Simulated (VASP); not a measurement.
# Ge (P6_3/mmc) in VASP: a series of runs

Runs on Ge. Level: PBEsol. Tasks: single point, relaxation of cell and atoms.

Everything below comes from runs of VASP 6.6.1. Logs are shortened: lines on timing, memory, paths and dates and some standing lists are left out, and cuts for length are marked.

## 1. The cell of the first run

It takes space group P6_3/mmc (No. 194, hexagonal). The conventional cell has a = 3.997 Å, b = 3.997 Å, c = 6.596 Å, α = 90.00°, β = 90.00°, γ = 120.00°. Ge (site symmetry 3m) has 4 Ge at 2.45 to 2.47 Å within 3.2 Å.

## 2. Single point, PBEsol

The input, INCAR:

```
PREC = Accurate ; ENCUT = 520
EDIFF = 1E-7 ; ISMEAR = 0
SIGMA = 0.1 ; LREAL = F
LASPH = T ; NELM = 80
ALGO = Normal ; ISIF = 2
LWAVE = F ; LCHARG = F
GGA = PS ; NBANDS = 36
```

The input, KPOINTS:

```
Automatic mesh
0
Gamma
  12 12 6
```

The input, POSCAR:

```
Ge
1.0
    3.9969482473      0.0000000000      0.0000000000
   -1.9984741237      3.4614587197      0.0000000000
    0.0000000000      0.0000000000      6.5963325278
Ge
4
Direct
    0.6666666667      0.3333333333      0.0629115358
    0.3333333333      0.6666666667      0.5629115358
    0.6666666667      0.3333333333      0.4370884642
    0.3333333333      0.6666666667      0.9370884642
```

Potentials or basis: VASP PAW PBE potentials, release 64 (Ge_d).

Started as:

```sh
$ cat potpaw_PBE.64/Ge_d/POTCAR > POTCAR
$ mpirun -np 1 vasp_std > vasp.out
```

OUTCAR:

```text
PREC = Accurate
   ENCUT = 520
   EDIFF = 1E-7
   ISMEAR = 0
   LREAL = F
   LASPH = T
   NELM = 80
   ISIF = 2
   GGA = PS

 ion  position               nearest neighbor table
   1  0.667  0.333  0.063-   4 2.45   4 2.45   4 2.45   3 2.47
   2  0.333  0.667  0.563-   3 2.45   3 2.45   3 2.45   4 2.47
   3  0.667  0.333  0.437-   2 2.45   2 2.45   2 2.45   1 2.47
   4  0.333  0.667  0.937-   1 2.45   1 2.45   1 2.45   2 2.47

  LATTYP: Found a hexagonal cell.
 ALAT       =     3.9969482473
 C/A-ratio  =     1.6503422410

  Lattice vectors:

 A1 = (   3.9969482473,   0.0000000000,   0.0000000000)
 A2 = (  -1.9984741237,   3.4614587197,   0.0000000000)
 A3 = (   0.0000000000,   0.0000000000,   6.5963325278)

Analysis of symmetry for initial positions (statically):
=====================================================================
 Subroutine PRICEL returns:
 Original cell was already a primitive cell.

 Routine SETGRP: Setting up the symmetry group for a
 hexagonal supercell.

 Subroutine GETGRP returns: Found 24 space group operations
 (whereof 12 operations were pure point group operations)
 out of a pool of 24 trial point group operations.

The static configuration has the point symmetry D_3d.
 The point group associated with its full space group is D_6h.

Analysis of symmetry for dynamics (positions and initial velocities):
=====================================================================
 Subroutine PRICEL returns:
 Original cell was already a primitive cell.

 Routine SETGRP: Setting up the symmetry group for a
 hexagonal supercell.

 Subroutine GETGRP returns: Found 24 space group operations
 (whereof 12 operations were pure point group operations)
 out of a pool of 24 trial point group operations.

The dynamic configuration has the point symmetry D_3d.
 The point group associated with its full space group is D_6h.

 Subroutine INISYM returns: Found 24 space group operations
 (whereof 12 operations are pure point group operations),
 and found     1 'primitive' translations

----------------------------------------------------------------------------------------

                                     Primitive cell

  volume of cell :      91.2621

  direct lattice vectors                    reciprocal lattice vectors
     3.996948247  0.000000000  0.000000000     0.250190880  0.144447772  0.000000000
    -1.998474124  3.461458720  0.000000000     0.000000000  0.288895544  0.000000000
     0.000000000  0.000000000  6.596332528     0.000000000  0.000000000  0.151599392

  length of vectors
     3.996948247  3.996948247  6.596332528     0.288895544  0.288895544  0.151599392

  position of ions in fractional coordinates (direct lattice)
     0.666666667  0.333333333  0.062911536
     0.333333333  0.666666667  0.562911536
     0.666666667  0.333333333  0.437088464
     0.333333333  0.666666667  0.937088464

  ion indices of the primitive-cell ions
   primitive index   ion index
                 1           1
                 2           2
                 3           3
                 4           4

----------------------------------------------------------------------------------------

 KPOINTS: Automatic mesh

Automatic generation of k-mesh.
 Grid dimensions read from file:
 generate k-points for:   12   12    6

 Generating k-lattice:

  Cartesian coordinates                     Fractional coordinates (reciprocal lattice)
     0.020849240  0.012037314  0.000000000     0.083333333  0.000000000  0.000000000
     0.000000000  0.024074629  0.000000000     0.000000000  0.083333333  0.000000000
     0.000000000  0.000000000  0.025266565     0.000000000  0.000000000  0.166666667

  Length of vectors
     0.024074629  0.024074629  0.025266565

  Shift w.r.t. Gamma in fractional coordinates (k-lattice)
     0.000000000  0.000000000  0.000000000

 Subroutine IBZKPT returns following result:
 ===========================================

 Found     76 irreducible k-points:

 Following reciprocal coordinates:
            Coordinates               Weight
  0.000000  0.000000  0.000000      1.000000
  0.083333 -0.000000  0.000000      6.000000
  0.166667 -0.000000  0.000000      6.000000
  0.250000 -0.000000  0.000000      6.000000
  0.333333 -0.000000  0.000000      6.000000
  0.416667 -0.000000  0.000000      6.000000
[... 16 lines left out ...]
  0.250000 -0.000000  0.166667     12.000000
  0.333333 -0.000000  0.166667     12.000000
 [... further k-points ...]
   k-points           NKPTS =     76   k-points in BZ     NKDIM =     76   number of bands    NBANDS=     36
   number of dos      NEDOS =    301   number of ions     NIONS =      4
   total plane-waves  NPLWV =  45000
   dimension x,y,z NGX =    30 NGY =   30 NGZ =   50
   dimension x,y,z NGXF=    60 NGYF=   60 NGZF=  100
   ions per type =               4
   NGX,Y,Z   is equivalent  to a cutoff of  12.48, 12.48, 12.60 a.u.
   NGXF,Y,Z  is equivalent  to a cutoff of  24.96, 24.96, 25.20 a.u.
 SYSTEM =  unknown system
   PREC   = accura    normal or accurate (medium, high low for compatibility)
   ISTART =      0    job   : 0-new  1-cont  2-samecut
   ICHARG =      2    charge: 1-file 2-atom 10-const
   ISPIN  =      1    spin polarized calculation?
   LNONCOLLINEAR =      F non collinear calculations
   LSORBIT =      F    spin-orbit coupling
   LASPH  =      T    aspherical Exc in radial PAW
   ENCUT  =  520.0 eV  38.22 Ry    6.18 a.u.   7.43  7.43 12.26*2*pi/ulx,y,z
   NELM   =     80;   NELMIN=  2; NELMDL= -5     # of ELM steps
   EDIFF  = 0.1E-06   stopping-criterion for ELM
   LREAL  =      F    real-space projection
   EDIFFG = 0.1E-05   stopping-criterion for IOM
   NSW    =      0    number of steps for IOM
   IBRION =     -1    ionic relax: 0-MD 1-quasi-New 2-CG
   NFREE  =      0    steps in history (QN), initial steepest desc. (CG)
   ISIF   =      2    stress and relaxation
   ISYM   =      2    0-nonsym 1-usesym 2-fastsym
   POTIM  = 0.5000    time-step for ionic-motion
   TEBEG  =    0.0;   TEEND  =   0.0 temperature during run
   PSTRESS=    0.0 pullay stress
   NELECT =      56.0000    total number of electrons
   NUPDOWN=      -1.0000    fix difference up-down
   EMIN   =  10.00;   EMAX   =-10.00  energy-range for DOS
   EFERMI =   0.00;   METHOD = LEGACY
   ISMEAR =     0;   SIGMA  =   0.10  broadening in eV -4-tet -1-fermi 0-gaus
   EFERMI_NEDOS =   21; number of points for ismear=-14 and -15
   IALGO  =     38    algorithm
   IMIX   =      4    mixing-type and parameters
     AMIX     =   0.40;   BMIX     =  1.00
     AMIX_MAG =   1.60;   BMIX_MAG =  1.00
  volume/ion in A,a.u.               =      22.82       153.97
  Fermi-wavevector in a.u.,A,eV,Ry     =   1.391150  2.628893 26.331349  1.935300
  Thomas-Fermi vector in A             =   2.515017
   LORBIT       =      0    0 simple, 1 ext, 2 COOP (PROOUT), +10 PAW based schemes
   GGA     = PS    functional components
   LHFCALC =     F    Hartree Fock is set to
   AEXX    =    0.0000 exact exchange contribution
   IVDW    =     0    specifies the selected vdW correction
   LEPSILON=     F    determine dielectric tensor
   LRPA    =     F    only Hartree local field effects (RPA)
 non-spin polarized calculation
 Gauss-broadening in eV      SIGMA  =   0.10
  energy-cutoff  :      520.00
  volume of cell :       91.26
 maximum number of plane-waves:      2491
 NGX is ok and might be reduce to    30
   NGX = 15   NGY = 15   NGZ = 25

 number of electron      56.0000054 magnetization

 Free energy of the ion-electron system (eV)
  ---------------------------------------------------
  ext. energy  EPLUGINS =         0.00000000
  ---------------------------------------------------
  free energy    TOTEN  =       -19.68465333 eV

  energy without entropy =      -19.68405004  energy(sigma->0) =      -19.68435168

 E-fermi :   4.8600     XC(G=0): -10.0866

 val. band max:        4.8051932610   @ k =   0.0000   0.0000   0.0000
 cond. band min:       4.9592900230   @ k =   0.0000   0.0000   0.0000
 fundamental gap:      0.1540967620
 Fermi energy:         4.8599685478

 k-point     1 :       0.0000    0.0000    0.0000
  band No.  band energies     occupation
      1     -20.0053      2.00000
      2     -20.0053      2.00000
      3     -19.9672      2.00000
      4     -19.9669      2.00000
      5     -19.9669      2.00000
      6     -19.9540      2.00000
[... 28 lines left out ...]
     35       9.3773      0.00000
     36      10.7818      0.00000

 k-point     2 :       0.0833   -0.0000    0.0000
  band No.  band energies     occupation
      1     -20.0101      2.00000
      2     -20.0068      2.00000
      3     -19.9719      2.00000
      4     -19.9694      2.00000
      5     -19.9669      2.00000
      6     -19.9481      2.00000
[... 28 lines left out ...]
     35       9.6880      0.00000
     36      11.2284      0.00000

 k-point     3 :       0.1667   -0.0000    0.0000
  band No.  band energies     occupation
      1     -20.0182      2.00000
      2     -20.0100      2.00000
      3     -19.9806      2.00000
      4     -19.9750      2.00000
      5     -19.9659      2.00000
      6     -19.9390      2.00000
[... 28 lines left out ...]
     35      10.4967      0.00000
     36      10.5472      0.00000

 k-point     4 :       0.2500   -0.0000    0.0000
  band No.  band energies     occupation
      1     -20.0237      2.00000
      2     -20.0127      2.00000
      3     -19.9898      2.00000
      4     -19.9807      2.00000
      5     -19.9622      2.00000
      6     -19.9319      2.00000
[... 28 lines left out ...]
     35      11.1897      0.00000
     36      11.5950      0.00000

 k-point     5 :       0.3333   -0.0000    0.0000
  band No.  band energies     occupation
      1     -20.0249      2.00000
      2     -20.0142      2.00000
      3     -19.9987      2.00000
      4     -19.9850      2.00000
      5     -19.9551      2.00000
      6     -19.9272      2.00000
[... 655 lines left out ...]
 k-point    22 :       0.1667   -0.0000    0.1667
  band No.  band energies     occupation
      1     -20.0156      2.00000
      2     -20.0081      2.00000
      3     -19.9790      2.00000
      4     -19.9784      2.00000
      5     -19.9694      2.00000
      6     -19.9400      2.00000
[... 28 lines left out ...]
     35      10.2837      0.00000
     36      10.9811      0.00000

 k-point    23 :       0.2500   -0.0000    0.1667
  band No.  band energies     occupation
      1     -20.0206      2.00000
      2     -20.0110      2.00000
      3     -19.9876      2.00000
      4     -19.9836      2.00000
      5     -19.9656      2.00000
      6     -19.9328      2.00000
[... 28 lines left out ...]
     35      11.0263      0.00000
     36      11.3454      0.00000

 k-point    24 :       0.3333   -0.0000    0.1667
  band No.  band energies     occupation
      1     -20.0215      2.00000
      2     -20.0126      2.00000
      3     -19.9959      2.00000
      4     -19.9875      2.00000
      5     -19.9583      2.00000
      6     -19.9277      2.00000
[... 28 lines left out ...]
     35      11.7836      0.00000
     36      12.4560      0.00000

 [... further k-points ...]
[... 5 lines left out ...]
  --------------------------------------------------------------------------------------
  -------------------------------------------------------------------------------------
  Total       -0.0339065     -0.0339065     -0.0527057      0.0000000      0.0000000     -0.0000000
  in kB       -0.5952555     -0.5952555     -0.9252899      0.0000000      0.0000000     -0.0000000
  external PRESSURE =      -0.7052670 kB  Pullay stress =       0.0000000 kB

 VOLUME and BASIS-vectors are now :
 -----------------------------------------------------------------------------
  energy-cutoff  :      520.00
  volume of cell :       91.26
      direct lattice vectors                 reciprocal lattice vectors
     3.996948247  0.000000000  0.000000000     0.250190880  0.144447772  0.000000000
    -1.998474124  3.461458720  0.000000000     0.000000000  0.288895544  0.000000000
     0.000000000  0.000000000  6.596332528     0.000000000  0.000000000  0.151599392

 POSITION                                       TOTAL-FORCE (eV/Angst)
 -----------------------------------------------------------------------------------
      1.99847      1.15382      0.41499         0.000000     -0.000000     -0.004461
     -0.00000      2.30764      3.71315        -0.000000      0.000000     -0.004461
      1.99847      1.15382      2.88318         0.000000     -0.000000      0.004461
     -0.00000      2.30764      6.18135        -0.000000      0.000000      0.004461
 -----------------------------------------------------------------------------------
    total drift:                               -0.000000      0.000000     -0.000000

  FREE ENERGIE OF THE ION-ELECTRON SYSTEM (eV)
  ---------------------------------------------------
  free  energy   TOTEN  =       -19.6846533320 eV

  energy  without entropy=      -19.6840500352  energy(sigma->0) =      -19.68435168
```

It took 4.5 min on 1 thread of Oxide Virtual Turin-like, shared host; peak memory 0.28 GiB.

Results:

| Item | Value |
| --- | --- |
| Free energy | -19.6847 eV |
| Pressure | -0.1 GPa |
| Largest force | 0.004 eV/Å |
| Band gap on the k mesh | zero (band 28 reaches 4.81 eV, above the bottom of band 29 at 4.79 eV) |

Forces on the atoms (eV/Å):
```
Ge   0.000  0.000 -0.004
Ge   0.000  0.000 -0.004
Ge   0.000  0.000  0.004
Ge   0.000  0.000  0.004
```

Caveat: the PAW data sets were made with another functional, which shifts forces and pressure a little.

(Continued in part 2 of 2.)
